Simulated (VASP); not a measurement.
# MgSn2N2 (P-3m1) in VASP: further runs

The runs below take MgSn2N2 through single point, relaxation of cell and atoms, with PBE.

All numbers are computed with VASP 6.6.1; they aren't measurements. Logs are shortened: lines on timing, memory, paths and dates and some standing lists are left out, and cuts for length are marked.

**1. The cell of the first run**

Symmetry: P-3m1, No. 164, trigonal system. The conventional cell has a = 3.257 Å, b = 3.257 Å, c = 9.114 Å, α = 90.00°, β = 90.00°, γ = 120.00°. Mg (site symmetry -3m) has 6 N at 2.30 Å within 3.0 Å. Within 3.0 Å of Sn (site symmetry 3m) lie 3 N at 2.29 Å. N (site symmetry 3m) has 3 Sn at 2.29 Å and 3 Mg at 2.30 Å within 3.0 Å.

**2. Single point, PBE**

The input, INCAR:

```
SYSTEM = MgSn2N2
ALGO     = Normal         ! electronic algorithm
EDIFF    = 1E-6           ! SCF threshold, eV
ENCUT    = 520            ! plane-wave cutoff, eV
GGA      = PE             ! functional
ISIF     = 2              ! what is computed and relaxed
ISMEAR   = 0              ! smearing method
LASPH    = .TRUE.         ! aspherical terms in the spheres
LCHARG   = .FALSE.        ! write CHGCAR
LREAL    = .FALSE.        ! projectors in reciprocal space
LWAVE    = .FALSE.        ! write WAVECAR
NBANDS   = 28             ! bands
NELM     = 100            ! most SCF steps
PREC     = Accurate       ! precision mode
SIGMA    = 0.01           ! smearing width, eV
```

The input, KPOINTS:

```
k-points
0
G
  12 12 4
  0 0 0
```

The input, POSCAR:

```
MgSn2N2
1.0
    3.2569351270      0.0000000000      0.0000000000
   -1.6284675635      2.8205885585      0.0000000000
    0.0000000000      0.0000000000      9.1140771078
Mg Sn N
1 2 2
Direct
    0.0000000000      0.0000000000      0.0000000000
    0.6666666667      0.3333333333      0.2878110832
    0.3333333333      0.6666666667      0.7121889168
    0.3333333333      0.6666666667      0.1449814050
    0.6666666667      0.3333333333      0.8550185950
```

Potentials or basis: VASP PAW PBE potentials, release 64 (Mg, Sn_d, N).

The run is started by

```bash
cat potpaw_PBE.64/Mg/POTCAR potpaw_PBE.64/Sn_d/POTCAR potpaw_PBE.64/N/POTCAR > POTCAR
mpirun -np 1 vasp_std > vasp.out
```

OUTCAR:

```text
SYSTEM = MgSn2N2
   EDIFF = 1E-6
   ENCUT = 520
   GGA = PE
   ISIF = 2
   ISMEAR = 0
   LASPH = .TRUE.
   LREAL = .FALSE.
   NELM = 100
   PREC = Accurate

 ion  position               nearest neighbor table
   1  0.000  0.000  0.000-   4 2.30   5 2.30   5 2.30   4 2.30   5 2.30   4 2.30   2 3.23   3 3.23
                             3 3.23   2 3.23   2 3.23   3 3.23
   2  0.667  0.333  0.288-   4 2.29   4 2.29   4 2.29   1 3.23   1 3.23   1 3.23
   3  0.333  0.667  0.712-   5 2.29   5 2.29   5 2.29   1 3.23   1 3.23   1 3.23
   4  0.333  0.667  0.145-   2 2.29   2 2.29   2 2.29   1 2.30   1 2.30   1 2.30
   5  0.667  0.333  0.855-   3 2.29   3 2.29   3 2.29   1 2.30   1 2.30   1 2.30

  LATTYP: Found a hexagonal cell.
 ALAT       =     3.2569351270
 C/A-ratio  =     2.7983600386

  Lattice vectors:

 A1 = (   3.2569351270,   0.0000000000,   0.0000000000)
 A2 = (  -1.6284675635,   2.8205885585,   0.0000000000)
 A3 = (   0.0000000000,   0.0000000000,   9.1140771078)

Analysis of symmetry for initial positions (statically):
=====================================================================
 Subroutine PRICEL returns:
 Original cell was already a primitive cell.

 Routine SETGRP: Setting up the symmetry group for a
 hexagonal supercell.

 Subroutine GETGRP returns: Found 12 space group operations
 (whereof 12 operations were pure point group operations)
 out of a pool of 24 trial point group operations.

The static configuration has the point symmetry D_3d.

Analysis of symmetry for dynamics (positions and initial velocities):
=====================================================================
 Subroutine PRICEL returns:
 Original cell was already a primitive cell.

 Routine SETGRP: Setting up the symmetry group for a
 hexagonal supercell.

 Subroutine GETGRP returns: Found 12 space group operations
 (whereof 12 operations were pure point group operations)
 out of a pool of 24 trial point group operations.

The dynamic configuration has the point symmetry D_3d.

 Subroutine INISYM returns: Found 12 space group operations
 (whereof 12 operations are pure point group operations),
 and found     1 'primitive' translations

----------------------------------------------------------------------------------------

                                     Primitive cell

  volume of cell :      83.7262

  direct lattice vectors                    reciprocal lattice vectors
     3.256935127  0.000000000  0.000000000     0.307037126  0.177267967  0.000000000
    -1.628467564  2.820588558  0.000000000     0.000000000  0.354535934  0.000000000
     0.000000000  0.000000000  9.114077108     0.000000000  0.000000000  0.109720380

  length of vectors
     3.256935127  3.256935127  9.114077108     0.354535934  0.354535934  0.109720380

  position of ions in fractional coordinates (direct lattice)
     0.000000000  0.000000000  0.000000000
     0.666666667  0.333333333  0.287811083
     0.333333333  0.666666667  0.712188917
     0.333333333  0.666666667  0.144981405
     0.666666667  0.333333333  0.855018595

  ion indices of the primitive-cell ions
   primitive index   ion index
                 1           1
                 2           2
                 3           3
                 4           4
                 5           5

----------------------------------------------------------------------------------------

 KPOINTS: k-points

Automatic generation of k-mesh.
 Grid dimensions read from file:
 generate k-points for:   12   12    4

 Generating k-lattice:

  Cartesian coordinates                     Fractional coordinates (reciprocal lattice)
     0.025586427  0.014772331  0.000000000     0.083333333 -0.000000000  0.000000000
     0.000000000  0.029544661  0.000000000     0.000000000  0.083333333  0.000000000
     0.000000000  0.000000000  0.027430095     0.000000000  0.000000000  0.250000000

  Length of vectors
     0.029544661  0.029544661  0.027430095

  Shift w.r.t. Gamma in fractional coordinates (k-lattice)
     0.000000000  0.000000000  0.000000000

 Subroutine IBZKPT returns following result:
 ===========================================

 Found     69 irreducible k-points:

 Following reciprocal coordinates:
            Coordinates               Weight
  0.000000  0.000000  0.000000      1.000000
  0.083333 -0.000000  0.000000      6.000000
  0.166667 -0.000000  0.000000      6.000000
  0.250000 -0.000000  0.000000      6.000000
  0.333333 -0.000000  0.000000      6.000000
  0.416667  0.000000  0.000000      6.000000
[... 16 lines left out ...]
  0.166667 -0.000000  0.250000      6.000000
  0.000000  0.166667  0.250000      6.000000
 [... further k-points ...]
   k-points           NKPTS =     69   k-points in BZ     NKDIM =     69   number of bands    NBANDS=     28
   number of dos      NEDOS =    301   number of ions     NIONS =      5
   total plane-waves  NPLWV =  40320
   dimension x,y,z NGX =    24 NGY =   24 NGZ =   70
   dimension x,y,z NGXF=    48 NGYF=   48 NGZF=  140
   ions per type =               1   2   2
   NGX,Y,Z   is equivalent  to a cutoff of  12.25, 12.25, 12.77 a.u.
   NGXF,Y,Z  is equivalent  to a cutoff of  24.50, 24.50, 25.54 a.u.
 SYSTEM =  MgSn2N2
   PREC   = accura    normal or accurate (medium, high low for compatibility)
   ISTART =      0    job   : 0-new  1-cont  2-samecut
   ICHARG =      2    charge: 1-file 2-atom 10-const
   ISPIN  =      1    spin polarized calculation?
   LNONCOLLINEAR =      F non collinear calculations
   LSORBIT =      F    spin-orbit coupling
   LASPH  =      T    aspherical Exc in radial PAW
   ENCUT  =  520.0 eV  38.22 Ry    6.18 a.u.   6.06  6.06 16.95*2*pi/ulx,y,z
   NELM   =    100;   NELMIN=  2; NELMDL= -5     # of ELM steps
   EDIFF  = 0.1E-05   stopping-criterion for ELM
   LREAL  =      F    real-space projection
[... 7 lines left out ...]
   TEBEG  =    0.0;   TEEND  =   0.0 temperature during run
   PSTRESS=    0.0 pullay stress
   NELECT =      40.0000    total number of electrons
   NUPDOWN=      -1.0000    fix difference up-down
   EMIN   =  10.00;   EMAX   =-10.00  energy-range for DOS
   EFERMI =   0.00;   METHOD = LEGACY
   ISMEAR =     0;   SIGMA  =   0.01  broadening in eV -4-tet -1-fermi 0-gaus
   EFERMI_NEDOS =   21; number of points for ismear=-14 and -15
   IALGO  =     38    algorithm
   IMIX   =      4    mixing-type and parameters
     AMIX     =   0.40;   BMIX     =  1.00
     AMIX_MAG =   1.60;   BMIX_MAG =  1.00
  volume/ion in A,a.u.               =      16.75       113.00
  Fermi-wavevector in a.u.,A,eV,Ry     =   1.279797  2.418465 22.284704  1.637880
  Thomas-Fermi vector in A             =   2.412261
   LORBIT       =      0    0 simple, 1 ext, 2 COOP (PROOUT), +10 PAW based schemes
   GGA     = PE    functional components
   LHFCALC =     F    Hartree Fock is set to
   AEXX    =    0.0000 exact exchange contribution
   IVDW    =     0    specifies the selected vdW correction
   LEPSILON=     F    determine dielectric tensor
   LRPA    =     F    only Hartree local field effects (RPA)
 non-spin polarized calculation
 Gauss-broadening in eV      SIGMA  =   0.01
  energy-cutoff  :      520.00
  volume of cell :       83.73
 maximum number of plane-waves:      2292
   NGX = 13   NGY = 13   NGZ = 33

 number of electron      40.0000001 magnetization

 Free energy of the ion-electron system (eV)
  ---------------------------------------------------
  ext. energy  EPLUGINS =         0.00000000
  ---------------------------------------------------
  free energy    TOTEN  =       -26.49993168 eV

  energy without entropy =      -26.49993168  energy(sigma->0) =      -26.49993168

 E-fermi :   6.3631     XC(G=0): -10.3293

 val. band max:        6.2421037022   @ k =   0.0833  -0.0000   0.0000
 cond. band min:       7.1280940702   @ k =   0.5000  -0.0000   0.2500
 fundamental gap:      0.8859903680
 Fermi energy:         6.3630557249

 k-point     1 :       0.0000    0.0000    0.0000
  band No.  band energies     occupation
      1     -14.6759      2.00000
      2     -14.6759      2.00000
      3     -14.6757      2.00000
      4     -14.6757      2.00000
      5     -14.5897      2.00000
      6     -14.5846      2.00000
[... 20 lines left out ...]
     27      14.5952      0.00000
     28      15.5191      0.00000

 k-point     2 :       0.0833   -0.0000    0.0000
  band No.  band energies     occupation
      1     -14.6813      2.00000
      2     -14.6810      2.00000
      3     -14.6625      2.00000
      4     -14.6622      2.00000
      5     -14.5805      2.00000
      6     -14.5753      2.00000
[... 20 lines left out ...]
     27      14.5276      0.00000
     28      15.5093      0.00000

 k-point     3 :       0.1667   -0.0000    0.0000
  band No.  band energies     occupation
      1     -14.6986      2.00000
      2     -14.6981      2.00000
      3     -14.6255      2.00000
      4     -14.6253      2.00000
      5     -14.5543      2.00000
      6     -14.5488      2.00000
[... 20 lines left out ...]
     27      14.3735      0.00000
     28      15.5090      0.00000

 k-point     4 :       0.2500   -0.0000    0.0000
  band No.  band energies     occupation
      1     -14.7261      2.00000
      2     -14.7252      2.00000
      3     -14.5746      2.00000
      4     -14.5744      2.00000
      5     -14.5533      2.00000
      6     -14.5503      2.00000
[... 578 lines left out ...]
     27      14.6510      0.00000
     28      15.0497      0.00000

 k-point    23 :       0.1667   -0.0000    0.2500
  band No.  band energies     occupation
      1     -14.6986      2.00000
      2     -14.6982      2.00000
      3     -14.6255      2.00000
      4     -14.6252      2.00000
      5     -14.5540      2.00000
      6     -14.5492      2.00000
[... 20 lines left out ...]
     27      14.3946      0.00000
     28      15.0614      0.00000

 k-point    24 :       0.0000    0.1667    0.2500
  band No.  band energies     occupation
      1     -14.6986      2.00000
      2     -14.6981      2.00000
      3     -14.6255      2.00000
      4     -14.6252      2.00000
      5     -14.5542      2.00000
      6     -14.5489      2.00000
[... 20 lines left out ...]
     27      14.4453      0.00000
     28      14.7273      0.00000

 [... further k-points ...]
[... 5 lines left out ...]
  --------------------------------------------------------------------------------------
  -------------------------------------------------------------------------------------
  Total       -0.0867665     -0.0867665     -0.0215982      0.0000000      0.0000000      0.0000000
  in kB       -1.6603549     -1.6603549     -0.4133016      0.0000000      0.0000000      0.0000000
  external PRESSURE =      -1.2446704 kB  Pullay stress =       0.0000000 kB

 VOLUME and BASIS-vectors are now :
 -----------------------------------------------------------------------------
  energy-cutoff  :      520.00
  volume of cell :       83.73
      direct lattice vectors                 reciprocal lattice vectors
     3.256935127  0.000000000  0.000000000     0.307037126  0.177267967  0.000000000
    -1.628467564  2.820588558  0.000000000     0.000000000  0.354535934  0.000000000
     0.000000000  0.000000000  9.114077108     0.000000000  0.000000000  0.109720380

 POSITION                                       TOTAL-FORCE (eV/Angst)
 -----------------------------------------------------------------------------------
      0.00000      0.00000      0.00000        -0.000000     -0.000000      0.000000
      1.62847      0.94020      2.62313         0.000000      0.000000      0.033183
     -0.00000      1.88039      6.49094        -0.000000      0.000000     -0.033183
     -0.00000      1.88039      1.32137        -0.000000     -0.000000     -0.050298
      1.62847      0.94020      7.79271         0.000000      0.000000      0.050298
 -----------------------------------------------------------------------------------
    total drift:                                0.000000      0.000000      0.000000

  FREE ENERGIE OF THE ION-ELECTRON SYSTEM (eV)
  ---------------------------------------------------
  free  energy   TOTEN  =       -26.4999316828 eV

  energy  without entropy=      -26.4999316828  energy(sigma->0) =      -26.49993168
```

Wall time 61 s (1 thread of AMD EPYC 9R45 (Zen 5), shared host); peak memory 0.26 GiB.

Results:

| Quantity | Value |
| --- | --- |
| Free energy | -26.4999 eV |
| Pressure | -0.1 GPa |
| Largest force | 0.050 eV/Å |
| Band gap on the k mesh | 0.89 eV (least direct gap 1.34 eV) |

Forces on the atoms (eV/Å):
```
Mg   0.000  0.000  0.000
Sn   0.000  0.000  0.033
Sn   0.000  0.000 -0.033
N    0.000  0.000 -0.050
N    0.000  0.000  0.050
```

Stress tensor (GPa, compression positive):
```
-0.17  0.00  0.00
 0.00 -0.17  0.00
 0.00  0.00 -0.04
```

Caveat: spin-orbit coupling is left out, which moves the levels of the heavy elements. A k mesh can miss the band edges.

**3. Relaxation of cell and atoms, PBE**

The input, INCAR:

```
SYSTEM = MgSn2N2
  ALGO = Normal
  EDIFF = 1E-6
  EDIFFG = -0.001
  ENCUT = 600
  GGA = PE
  IBRION = 2
  ISIF = 3
  ISMEAR = 0
  LASPH = .True.
  LCHARG = .False.
  LREAL = .False.
  LWAVE = .False.
  NELM = 100
  NSW = 80
  PREC = Accurate
  SIGMA = 0.01
```

The input, KPOINTS:

```
k-points
0
Gamma
  12 12 4
  0 0 0
```

The input, POSCAR:

```
MgSn2N2
1.0
    3.2568361298      0.0000000000      0.0000000000
   -1.6284180649      2.8205028244      0.0000000000
    0.0000000000      0.0000000000      9.1200656976
Mg Sn N
1 2 2
Direct
    0.0000000000      0.0000000000      0.0000000000
    0.6666666667      0.3333333333      0.2876281551
    0.3333333333      0.6666666667      0.7123718449
    0.3333333333      0.6666666667      0.1448481110
    0.6666666667      0.3333333333      0.8551518890
```

Potentials or basis: VASP PAW PBE potentials, release 64 (Mg, Sn_d, N).

The run is started by

```bash
cat potpaw_PBE.64/Mg/POTCAR potpaw_PBE.64/Sn_d/POTCAR potpaw_PBE.64/N/POTCAR > POTCAR
mpirun -np 1 vasp_std > vasp.out
```

It took 15 min on 1 thread of AMD EPYC 9R45 (Zen 5), shared host; peak memory 0.34 GiB.

It converged, with:

```
Free energy                           : -26.5038 eV
Relaxed volume                        : 16.64 Å³/atom
Relaxed cell                          : a = 3.254 Å, b = 3.254 Å, c = 9.072 Å, α = 90.00°, β = 90.00°, γ = 120.00°
Space group after relaxing (to 0.1 Å) : P-3m1 (No. 164)
Energy gained by relaxing             : 0.1 meV/atom
Ionic steps                           : 44
Pressure after relaxing               : 0.0 GPa
Band gap on the k mesh                : 0.86 eV (least direct gap 1.31 eV)
```

Step by step:
| step | energy change (eV) | largest force (eV/Å) | pressure (GPa) | volume (Å³) |
| --- | --- | --- | --- | --- |
| 1 | 0.0000 | 0.0449 | -0.16 | 83.78 |
| 3 | -0.0003 | 0.0029 | 0.02 | 83.55 |
| 5 | -0.0003 | 0.0092 | -0.01 | 83.52 |
| 7 | -0.0004 | 0.0119 | -0.02 | 83.48 |
| 9 | -0.0004 | 0.0148 | 0.00 | 83.46 |
| 11 | -0.0004 | 0.0169 | 0.02 | 83.41 |
| 13 | -0.0004 | 0.0133 | 0.03 | 83.34 |
| 15 | -0.0005 | 0.0078 | -0.04 | 83.31 |
| 17 | -0.0005 | 0.0038 | -0.06 | 83.31 |
| 19 | -0.0005 | 0.0018 | -0.05 | 83.28 |
| 21 | -0.0005 | 0.0029 | 0.00 | 83.21 |
| 23 | -0.0005 | 0.0044 | -0.02 | 83.21 |
| 25 | -0.0005 | 0.0047 | 0.02 | 83.20 |
| 27 | -0.0005 | 0.0016 | -0.04 | 83.22 |
| 29 | -0.0005 | 0.0004 | -0.01 | 83.22 |
| 31 | -0.0005 | 0.0025 | -0.01 | 83.21 |
| 33 | -0.0005 | 0.0029 | -0.02 | 83.21 |
| 35 | -0.0005 | 0.0021 | -0.02 | 83.21 |
| 37 | -0.0005 | 0.0024 | 0.01 | 83.20 |
| 39 | -0.0005 | 0.0053 | 0.01 | 83.21 |
| 41 | -0.0005 | 0.0017 | 0.00 | 83.20 |
| 43 | -0.0005 | 0.0015 | 0.01 | 83.19 |
| 44 | -0.0005 | 0.0003 | 0.00 | 83.19 |

Final structure:
```yaml
crystal:
  lattice:
    - [3.25414, 0.00000, 0.00000]
    - [-1.62707, 2.81817, 0.00000]
    - [0.00000, 0.00000, 9.07175]
  atoms:
    - { symbol: Mg, position: [0.00000, 0.00000, 0.00000] }
    - { symbol: Sn, position: [0.66667, 0.33333, 0.28904] }
    - { symbol: Sn, position: [0.33333, 0.66667, 0.71096] }
    - { symbol: N, position: [0.33333, 0.66667, 0.14515] }
    - { symbol: N, position: [0.66667, 0.33333, 0.85485] }
```

Levels at points of the mesh, in eV from the valence-band top:
```csv
k point,band 16,band 17,band 18,band 19,band 20,band 21,band 22,band 23,band 24
"(0.00, 0.00, 0.00)",-1.14,-1.14,-0.86,-0.86,0.00,1.47,3.20,7.77,8.26
"(0.50, 0.00, 0.00)",-3.52,-2.28,-1.92,-1.50,-0.90,0.88,1.60,4.69,5.18
"(0.00, 0.00, 0.50)",-1.29,-1.14,-1.14,-0.86,-0.86,2.33,3.04,7.46,8.16
"(0.50, 0.00, 0.50)",-3.60,-2.27,-1.93,-1.77,-0.96,0.96,1.99,3.99,6.09
```

Caveat: spin-orbit coupling is left out, which moves the levels of the heavy elements. A k mesh can miss the band edges.
